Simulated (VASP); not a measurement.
Runs of VASP 6.6.1 on Ni3Ge. The structure is that of space group Pm-3m (No. 221), or close to it. The cells are those of the table. 

```tsv
cell	further INCAR settings	gap on the mesh (eV)	pressure (GPa)
a = 3.648, b = 3.525, c = 3.525 Å, 4 atoms	ALGO = Fast; EDIFF = 1e-06; NBANDS = 30	none	-6.4
a = 3.595, b = 3.525, c = 3.525 Å, 4 atoms	ALGO = Fast; EDIFF = 1e-07; NBANDS = 30	none	-3.8
a = 3.631, b = 3.525, c = 3.525 Å, 4 atoms	ALGO = Fast; EDIFF = 1e-06; NBANDS = 30	none	(a)
a = 3.560, b = 3.525, c = 3.525 Å, 4 atoms	ALGO = Fast; EDIFF = 1e-07; NBANDS = 30	none	-1.9
```

Alike in all rows: task single point; level PBEsol; potentials or basis VASP PAW PBE potentials, release 64 (Ni, Ge_d); no spin polarisation; k mesh 14 × 14 × 14; cutoff (eV) 520; smearing gaussian 0.15 eV.

**Question.** Estimate the missing entries.

**Answer.** (a) -5.4.

Caveats: the PAW data sets were made with another functional, which shifts forces and pressure a little; the cell stands under tension (at least some runs).

A k mesh can miss the band edges, and the runs leave out spin-orbit coupling on Ge.

A gap of «none» marks levels without a gap at the run's occupations.
